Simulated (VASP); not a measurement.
# Bi2Se3 (R-3m) in VASP: notebook

Runs on Bi2Se3. Level: PBEsol. Tasks: single point.

Program: VASP 6.6.1. These are calculated values, not measurements. Logs are shortened: lines on timing, memory, paths and dates and some standing lists are left out, and cuts for length are marked.

### Step 1. The cell of the first run

The structure is trigonal, space group R-3m (No. 166). The conventional cell has a = 4.374 Å, b = 4.374 Å, c = 25.696 Å, α = 90.00°, β = 90.00°, γ = 120.00°. Bi (site symmetry 3m) has 6 Se at 2.88 to 3.06 Å within 3.8 Å. Se (site symmetry -3m) has 6 Bi at 3.06 Å and 6 Se at 4.02 Å within 4.1 Å. Se (site symmetry 3m) has 3 Bi at 2.88 Å and 3 Se at 3.43 Å within 3.8 Å.

### Step 2. Single point, PBEsol

The input, INCAR:

```
SYSTEM = Bi2Se3
  ALGO = Normal
  EDIFF = 1E-6
  ENCUT = 520
  GGA = PS
  ISIF = 2
  ISMEAR = 0
  LASPH = .TRUE.
  LCHARG = .TRUE.
  LELF = .TRUE.
  LREAL = .FALSE.
  LVHAR = .TRUE.
  LWAVE = .FALSE.
  NBANDS = 32
  NELM = 100
  PREC = Accurate
  SIGMA = 0.03
```

The input, KPOINTS:

```
k-points
0
G
  12 12 12
  0 0 0
```

The input, POSCAR:

```
Bi2Se3
1.0
    2.1868138458      1.2625575625      8.5651879600
   -2.1868138458      1.2625575625      8.5651879600
    0.0000000000     -2.5251151251      8.5651879600
Bi Se
2 3
Direct
    0.4008000000      0.4008000000      0.4008000000
    0.5992000000      0.5992000000      0.5992000000
    0.0000000000      0.0000000000      0.0000000000
    0.2117000000      0.2117000000      0.2117000000
    0.7883000000      0.7883000000      0.7883000000
```

Potentials or basis: VASP PAW PBE potentials, release 64 (Bi_d, Se).

Started as:

```sh
$ cat potpaw_PBE.64/Bi_d/POTCAR potpaw_PBE.64/Se/POTCAR > POTCAR
$ mpirun -np 1 vasp_std > vasp.out
```

OUTCAR:

```text
SYSTEM = Bi2Se3
   EDIFF = 1E-6
   ENCUT = 520
   GGA = PS
   ISIF = 2
   ISMEAR = 0
   LASPH = .TRUE.
   LREAL = .FALSE.
   NELM = 100
   PREC = Accurate

 ion  position               nearest neighbor table
   1  0.401  0.401  0.401-   5 2.88   5 2.88   5 2.88   3 3.06   3 3.06   3 3.06
   2  0.599  0.599  0.599-   4 2.88   4 2.88   4 2.88   3 3.06   3 3.06   3 3.06
   3  0.000  0.000  0.000-   2 3.06   1 3.06   2 3.06   2 3.06   1 3.06   1 3.06
   4  0.212  0.212  0.212-   2 2.88   2 2.88   2 2.88
   5  0.788  0.788  0.788-   1 2.88   1 2.88   1 2.88

  LATTYP: Found a trigonal (rhomboedric) cell.
 ALAT       =     8.9296501155
 COS(alpha) =     0.8800542842

  Lattice vectors:

 A1 = (   2.1868138458,   1.2625575625,   8.5651879600)
 A2 = (  -2.1868138458,   1.2625575625,   8.5651879600)
 A3 = (   0.0000000000,  -2.5251151251,   8.5651879600)

Analysis of symmetry for initial positions (statically):
=====================================================================
 Subroutine PRICEL returns:
 Original cell was already a primitive cell.

 Routine SETGRP: Setting up the symmetry group for a
 trigonal (rhombohedral) supercell.

 Subroutine GETGRP returns: Found 12 space group operations
 (whereof 12 operations were pure point group operations)
 out of a pool of 12 trial point group operations.

The static configuration has the point symmetry D_3d.

Analysis of symmetry for dynamics (positions and initial velocities):
=====================================================================
 Subroutine PRICEL returns:
 Original cell was already a primitive cell.

 Routine SETGRP: Setting up the symmetry group for a
 trigonal (rhombohedral) supercell.

 Subroutine GETGRP returns: Found 12 space group operations
 (whereof 12 operations were pure point group operations)
 out of a pool of 12 trial point group operations.

The dynamic configuration has the point symmetry D_3d.

 Subroutine INISYM returns: Found 12 space group operations
 (whereof 12 operations are pure point group operations),
 and found     1 'primitive' translations

----------------------------------------------------------------------------------------

                                     Primitive cell

[... 81 lines left out ...]
   dimension x,y,z NGX =    70 NGY =   70 NGZ =   70
   dimension x,y,z NGXF=   140 NGYF=  140 NGZF=  140
   ions per type =               2   3
   NGX,Y,Z   is equivalent  to a cutoff of  13.03, 13.03, 13.03 a.u.
   NGXF,Y,Z  is equivalent  to a cutoff of  26.06, 26.06, 26.06 a.u.
 SYSTEM =  Bi2Se3
   PREC   = accura    normal or accurate (medium, high low for compatibility)
   ISTART =      0    job   : 0-new  1-cont  2-samecut
   ICHARG =      2    charge: 1-file 2-atom 10-const
   ISPIN  =      1    spin polarized calculation?
   LNONCOLLINEAR =      F non collinear calculations
   LSORBIT =      F    spin-orbit coupling
   LASPH  =      T    aspherical Exc in radial PAW
   ENCUT  =  520.0 eV  38.22 Ry    6.18 a.u.  16.60 16.60 16.60*2*pi/ulx,y,z
   NELM   =    100;   NELMIN=  2; NELMDL= -5     # of ELM steps
   EDIFF  = 0.1E-05   stopping-criterion for ELM
   LREAL  =      F    real-space projection
[... 7 lines left out ...]
   TEBEG  =    0.0;   TEEND  =   0.0 temperature during run
   PSTRESS=    0.0 pullay stress
   NELECT =      48.0000    total number of electrons
   NUPDOWN=      -1.0000    fix difference up-down
   EMIN   =  10.00;   EMAX   =-10.00  energy-range for DOS
   EFERMI =   0.00;   METHOD = LEGACY
   ISMEAR =     0;   SIGMA  =   0.03  broadening in eV -4-tet -1-fermi 0-gaus
   EFERMI_NEDOS =   21; number of points for ismear=-14 and -15
   IALGO  =     38    algorithm
   IMIX   =      4    mixing-type and parameters
     AMIX     =   0.40;   BMIX     =  1.00
     AMIX_MAG =   1.60;   BMIX_MAG =  1.00
  volume/ion in A,a.u.               =      28.38       191.50
  Fermi-wavevector in a.u.,A,eV,Ry     =   1.140700  2.155611 17.703860  1.301197
  Thomas-Fermi vector in A             =   2.277402
   LORBIT       =      0    0 simple, 1 ext, 2 COOP (PROOUT), +10 PAW based schemes
   GGA     = PS    functional components
   LHFCALC =     F    Hartree Fock is set to
   AEXX    =    0.0000 exact exchange contribution
   IVDW    =     0    specifies the selected vdW correction
   LEPSILON=     F    determine dielectric tensor
   LRPA    =     F    only Hartree local field effects (RPA)
 non-spin polarized calculation
 Gauss-broadening in eV      SIGMA  =   0.03
  energy-cutoff  :      520.00
  volume of cell :      141.89
 maximum number of plane-waves:      3847
 NGX is ok and might be reduce to    70

 number of electron      48.0000005 magnetization

 Free energy of the ion-electron system (eV)
  ---------------------------------------------------
  ext. energy  EPLUGINS =         0.00000000
  ---------------------------------------------------
  free energy    TOTEN  =       -21.78113560 eV

  energy without entropy =      -21.78090265  energy(sigma->0) =      -21.78101913

 E-fermi :   4.6908     XC(G=0):  -9.6986

 val. band max:        4.6633216998   @ k =  -0.2500   0.5000   0.1667
 cond. band min:       4.6953929734   @ k =  -0.4167   0.4167   0.0000
 fundamental gap:      0.0320712736
 Fermi energy:         4.6907623635

 k-point     1 :       0.0000    0.0000    0.0000
  band No.  band energies     occupation
      1     -18.2162      2.00000
      2     -18.2143      2.00000
      3     -18.2068      2.00000
      4     -18.2068      2.00000
      5     -18.2058      2.00000
      6     -18.2058      2.00000
[... 829 lines left out ...]
     31       9.7722      0.00000
     32      11.0341      0.00000

 [... further k-points ...]
[... 5 lines left out ...]
  --------------------------------------------------------------------------------------
  -------------------------------------------------------------------------------------
  Total       -2.2545595     -2.2545595      2.1375763      0.0000000     -0.0000000      0.0000000
  in kB      -25.4578156    -25.4578156     24.1368764      0.0000000     -0.0000000      0.0000000
  external PRESSURE =      -8.9262516 kB  Pullay stress =       0.0000000 kB

 VOLUME and BASIS-vectors are now :
 -----------------------------------------------------------------------------
  energy-cutoff  :      520.00
  volume of cell :      141.89
      direct lattice vectors                 reciprocal lattice vectors
     2.186813846  1.262557563  8.565187960     0.228643147  0.132007183  0.038917223
    -2.186813846  1.262557563  8.565187960    -0.228643147  0.132007183  0.038917223
     0.000000000 -2.525115125  8.565187960     0.000000000 -0.264014365  0.038917223

 POSITION                                       TOTAL-FORCE (eV/Angst)
 -----------------------------------------------------------------------------------
      0.00000     -0.00000     10.29878         0.000000     -0.000000      0.031892
      0.00000     -0.00000     15.39678         0.000000      0.000000     -0.031892
      0.00000      0.00000      0.00000         0.000000      0.000000      0.000000
      0.00000     -0.00000      5.43975         0.000000      0.000000     -0.248401
      0.00000     -0.00000     20.25581         0.000000     -0.000000      0.248401
 -----------------------------------------------------------------------------------
    total drift:                                0.000000     -0.000000      0.000000

  FREE ENERGIE OF THE ION-ELECTRON SYSTEM (eV)
  ---------------------------------------------------
  free  energy   TOTEN  =       -21.7811356016 eV

  energy  without entropy=      -21.7809026492  energy(sigma->0) =      -21.78101913
```

OSZICAR:

```text
N       E                     dE             d eps       ncg     rms          rms(c)
DAV:   1     0.464280544081E+03    0.46428E+03   -0.22777E+04 12096   0.155E+03
DAV:   2     0.321316163163E+02   -0.43215E+03   -0.41422E+03 12384   0.413E+02
DAV:   3    -0.202845079051E+02   -0.52416E+02   -0.49654E+02 15920   0.149E+02
DAV:   4    -0.225051269749E+02   -0.22206E+01   -0.22085E+01 13496   0.321E+01
DAV:   5    -0.225859917704E+02   -0.80865E-01   -0.80851E-01 17376   0.634E+00    0.508E+00
DAV:   6    -0.217831911227E+02    0.80280E+00   -0.10362E+00 16760   0.747E+00    0.308E+00
DAV:   7    -0.217806987444E+02    0.24924E-02   -0.32011E-01 13240   0.246E+00    0.168E+00
DAV:   8    -0.217811192790E+02   -0.42053E-03   -0.41440E-02 14384   0.109E+00    0.546E-01
DAV:   9    -0.217810020944E+02    0.11718E-03   -0.24512E-03 15688   0.433E-01    0.112E-01
DAV:  10    -0.217810936717E+02   -0.91577E-04   -0.85206E-04 14080   0.161E-01    0.586E-02
DAV:  11    -0.217811168942E+02   -0.23222E-04   -0.92401E-05 14176   0.629E-02    0.321E-02
DAV:  12    -0.217811351284E+02   -0.18234E-04   -0.31440E-05 13784   0.291E-02    0.744E-03
DAV:  13    -0.217811356016E+02   -0.47315E-06   -0.31429E-06 12936   0.147E-02
   1 F= -.21781136E+02 E0= -.21781019E+02  d E =-.232952E-03
```

stdout:

```text
POSCAR found type information on POSCAR BiSe
 POSCAR found :  2 types and       5 ions
 scaLAPACK will be used
 -----------------------------------------------------------------------------
|                                                                             |
|                                                                             |
|     You enforced a specific xc type in the INCAR file but a different       |
|     I HOPE YOU KNOW WHAT YOU ARE DOING!                                     |
|                                                                             |
 -----------------------------------------------------------------------------

 LDA part: xc-table for (Slater+PW92), standard interpolation
 POSCAR, INCAR and KPOINTS ok, starting setup
 FFT: planning ... GRIDC
 FFT: planning ... GRID_SOFT
 FFT: planning ... GRID
 WAVECAR not read
 entering main loop
```

Run time: 39 min. Hardware: 1 thread of AMD EPYC 9R45 (Zen 5), shared host; peak memory 1.1 GiB.

What came out:

* Free energy: -21.7811 eV
* Pressure: -0.9 GPa
* Largest force: 0.248 eV/Å
* Band gap on the k mesh: zero (bands 24 and 25 overlap by 0.09 eV)

Forces on the atoms (eV/Å):
```
Bi   0.000  0.000  0.032
Bi   0.000  0.000 -0.032
Se   0.000  0.000  0.000
Se   0.000  0.000 -0.248
Se   0.000  0.000  0.248
```

Levels at points of the mesh, in eV from the Fermi level:
```tsv
k point	band 20	band 21	band 22	band 23	band 24	band 25	band 26	band 27	band 28	band 29
(0.00, 0.00, 0.00)	-2.03	-1.61	-1.44	-1.44	-0.35	-0.09	0.90	0.90	1.85	2.89
(0.50, 0.00, 0.00)	-2.80	-2.58	-1.62	-1.04	-0.29	0.76	2.06	3.00	3.95	4.53
(0.50, 0.50, 0.00)	-2.53	-1.92	-1.73	-1.63	-0.11	1.57	2.72	2.93	3.11	3.83
(0.50, 0.50, 0.50)	-1.87	-1.78	-1.78	-1.59	-0.51	0.26	1.45	1.45	1.56	2.28
```

Caveat: the PAW data sets were made with another functional, which shifts forces and pressure a little; spin-orbit coupling is left out, which moves the levels of the heavy elements.

### Step 3. Single point, PBEsol

This run uses another cell than the first one, of the same volume but with other edges.

The input, INCAR:

```
SYSTEM = Bi2Se3
ALGO     = Normal         ! electronic algorithm
EDIFF    = 1E-6           ! SCF threshold, eV
ENCUT    = 520            ! plane-wave cutoff, eV
GGA      = PS             ! functional
ISIF     = 2              ! what is computed and relaxed
ISMEAR   = 0              ! smearing method
LASPH    = .True.         ! aspherical terms in the spheres
LCHARG   = .False.        ! write CHGCAR
LREAL    = .False.        ! projectors in reciprocal space
LWAVE    = .False.        ! write WAVECAR
NBANDS   = 32             ! bands
NELM     = 60             ! most SCF steps
PREC     = Accurate       ! precision mode
SIGMA    = 0.03           ! smearing width, eV
```

The input, KPOINTS:

```
k-points
0
Gamma
  12 12 12
  0 0 0
```

Edit POSCAR of step 2 so:

```diff
@@ -2,5 +2,5 @@
 1.0
-    2.1868138458      1.2625575625      8.5651879600
-   -2.1868138458      1.2625575625      8.5651879600
-    0.0000000000     -2.5251151251      8.5651879600
+    1.9493554721      1.1254609065     10.7789993251
+   -1.9493554721      1.1254609065     10.7789993251
+    0.0000000000     -2.2509218131     10.7789993251
 Bi Se
```

Potentials or basis: VASP PAW PBE potentials, release 64 (Bi_d, Se).

Started as:

```sh
$ cat potpaw_PBE.64/Bi_d/POTCAR potpaw_PBE.64/Se/POTCAR > POTCAR
$ mpirun -np 1 vasp_std > vasp.out
```

Run time: 63 min. Hardware: 1 thread of Intel Xeon 6975P-C (Granite Rapids), shared host; peak memory 1.5 GiB.

The run converged. Its results:

* Free energy: -21.5964 eV
* Pressure: -0.5 GPa
* Largest force: 0.550 eV/Å
* Band gap on the k mesh: 0.11 eV (least direct gap 0.75 eV)

Forces on the atoms (eV/Å):
```
Bi   0.000  0.000 -0.215
Bi   0.000  0.000  0.215
Se   0.000  0.000  0.000
Se   0.000  0.000  0.550
Se   0.000  0.000 -0.550
```

Stress tensor (GPa, compression positive):
```
 2.49  0.00  0.00
 0.00  2.49  0.00
 0.00  0.00 -6.55
```

Levels at points of the mesh, in eV from the valence-band top:
```tsv
k point	band 20	band 21	band 22	band 23	band 24	band 25	band 26	band 27	band 28	band 29
(0.00, 0.00, 0.00)	-1.38	-1.38	-0.67	-0.67	0.00	0.75	1.91	1.91	2.49	2.68
(0.50, 0.00, 0.00)	-2.88	-2.78	-2.76	-1.17	-1.04	0.46	1.71	1.75	2.10	3.22
(0.50, 0.50, 0.00)	-2.65	-2.51	-2.16	-1.91	-1.36	0.24	1.54	2.12	2.34	2.94
(0.50, 0.50, 0.50)	-1.31	-1.30	-1.09	-0.71	-0.71	1.15	2.06	2.06	2.46	2.52
```

Caveat: the stress differs along the axes, from -7 to 2 GPa; the PAW data sets were made with another functional, which shifts forces and pressure a little; spin-orbit coupling is left out, which moves the levels of the heavy elements.

### Step 4. Single point, PBEsol

This run uses another cell than the first one, of the same volume but with other edges.

The input, INCAR:

```
SYSTEM = Bi2Se3
PREC = Accurate ; ENCUT = 520
EDIFF = 1E-6 ; ISMEAR = 0
SIGMA = 0.03 ; LREAL = .FALSE.
LASPH = .TRUE. ; NELM = 80
ALGO = Normal ; ISIF = 2
LWAVE = .FALSE. ; LCHARG = .TRUE.
GGA = PS ; LELF = .TRUE.
LVHAR = .TRUE. ; NBANDS = 32
```

The input, KPOINTS:

```
Automatic mesh
0
G
  12 12 12
  0 0 0
```

Edit POSCAR of step 3 so:

```diff
@@ -2,5 +2,5 @@
 1.0
-    1.9493554721      1.1254609065     10.7789993251
-   -1.9493554721      1.1254609065     10.7789993251
-    0.0000000000     -2.2509218131     10.7789993251
+    2.0998795261      1.2123660097      9.2890600279
+   -2.0998795261      1.2123660097      9.2890600279
+    0.0000000000     -2.4247320194      9.2890600279
 Bi Se
```

Started as:

```sh
$ cat potpaw_PBE.64/Bi_d/POTCAR potpaw_PBE.64/Se/POTCAR > POTCAR
$ mpirun -np 1 vasp_std > vasp.out
```

Wall time 54 min (1 thread of Oxide Virtual Turin-like, shared host); peak memory 1.2 GiB.

Results (log left out):

```
Free energy            : -22.0273 eV
Pressure               : -0.3 GPa
Largest force          : 0.150 eV/Å
Band gap on the k mesh : 0.01 eV
```

Forces on the atoms (eV/Å):
```
Bi   0.000  0.000 -0.121
Bi   0.000  0.000  0.121
Se   0.000  0.000  0.000
Se   0.000  0.000 -0.150
Se   0.000  0.000  0.150
```

Stress tensor (GPa, compression positive):
```
-0.86  0.00  0.00
 0.00 -0.86  0.00
 0.00  0.00  0.72
```

Levels at points of the mesh, in eV from the valence-band top:
```csv
k point,band 21,band 22,band 23,band 24,band 25,band 26,band 27,band 28
"(0.00, 0.00, 0.00)",-1.93,-1.26,-1.26,0.00,0.01,1.25,1.25,2.01
"(0.50, 0.00, 0.00)",-2.93,-2.02,-1.19,-0.47,0.80,1.95,2.98,3.41
"(0.50, 0.50, 0.00)",-1.88,-1.79,-1.66,-0.76,1.43,2.09,2.69,3.04
"(0.50, 0.50, 0.50)",-1.65,-1.47,-1.47,-0.42,0.49,1.62,1.62,1.91
```

Caveat: the PAW data sets were made with another functional, which shifts forces and pressure a little; spin-orbit coupling is left out, which moves the levels of the heavy elements. A k mesh can miss the band edges.

### Step 5. Overview

```csv
cell,gap on the mesh (eV),pressure (GPa),largest force (eV/Å)
"a = 8.930 Å, angles 28.4°, 5 atoms",none,-0.9,0.25
"a = 11.012 Å, angles 20.4°, 5 atoms",0.11,-0.5,0.55
"a = 9.600 Å, angles 25.3°, 5 atoms",0.01,-0.3,0.15
```

Alike in all rows: task single point; level PBEsol; potentials or basis VASP PAW PBE potentials, release 64 (Bi_d, Se); no spin polarisation; k mesh 12 × 12 × 12; cutoff (eV) 520; smearing gaussian 0.03 eV.

Caveats: the PAW data sets were made with another functional, which shifts forces and pressure a little; spin-orbit coupling is left out, which moves the levels of the heavy elements; the stress differs along the axes, from -7 to 2 GPa (at least some runs).

Total energies depend on the potentials used, so only differences within one code and one set of settings carry meaning.

The gap in the log of VASP goes by the Fermi energy; the results here count the filled bands.